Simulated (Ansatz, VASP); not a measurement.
# Li2O in VASP and in Ansatz

The input INCAR:

```
SYSTEM = Li2O
PREC = Accurate ; ENCUT = 750
EDIFF = 1E-6 ; ISMEAR = 0
SIGMA = 0.05 ; LREAL = .FALSE.
LASPH = .TRUE. ; NELM = 120
ALGO = Normal ; ISIF = 2
LWAVE = .FALSE. ; LCHARG = .FALSE.
GGA = B5 ; ALDAX = 1.0
AGGAX = 1.0 ; AGGAC = 1.0
ALDAC = 0.0 ; NBANDS = 13
GGA_COMPAT = .FALSE.
```

File KPOINTS:

```
regular mesh
0
G
  8 8 8
  0 0 0
```

The input POSCAR:

```
Li2O
1.0
    0.0000000000      2.3353869337      2.3353869337
    2.3353869337      0.0000000000      2.3353869337
    2.3353869337      2.3353869337      0.0000000000
Li O
2 1
Direct
    0.2500000000      0.2500000000      0.2500000000
    0.7500000000      0.7500000000      0.7500000000
    0.0000000000      0.0000000000      0.0000000000
```

Input for Ansatz:

```yaml
crystal:
  lattice:
    - [0.0, 2.3353869337, 2.3353869337]
    - [2.3353869337, 0.0, 2.3353869337]
    - [2.3353869337, 2.3353869337, 0.0]
  atoms:
    - { symbol: Li, position: [0.25, 0.25, 0.25] }
    - { symbol: Li, position: [0.75, 0.75, 0.75] }
    - { symbol: O, position: [0.0, 0.0, 0.0] }
basis:
  ecutwfc: 420
  ecutrho_ratio: 4
kpoints:
  mp_grid: { grid: [8, 8, 8] }
hamiltonian:
  xc: blyp
scf:
  occupations: { method: gaussian, width: 0.05 }
output:
  forces: true
  stress: true
  eigenvalues: true
```

Alike in both runs: task single point; functional BLYP; k mesh 8 × 8 × 8; occupations gaussian, width 0.05 eV; no spin polarisation.

|  | VASP | Ansatz |
| --- | --- | --- |
| version | VASP 6.6.1 | Ansatz 0.2.0 |
| potentials or method | VASP PAW PBE potentials, release 64 (Li_sv, O), cutoff 750 eV | scalar-relativistic, plane waves, PAW |
| valence electrons in the cell | 12 | 12 |

|  | VASP | Ansatz | Ansatz less VASP |
| --- | --- | --- | --- |
| gap on the k mesh at the Fermi level (eV) | 5.24 | 5.25 | +0.010 |
| least direct gap on the mesh (eV) | 5.37 | 5.36 | -0.009 |
| pressure (GPa) | -1.6 | -1.5 | +0.15 |

VASP's potentials were made for PBE, not for BLYP.
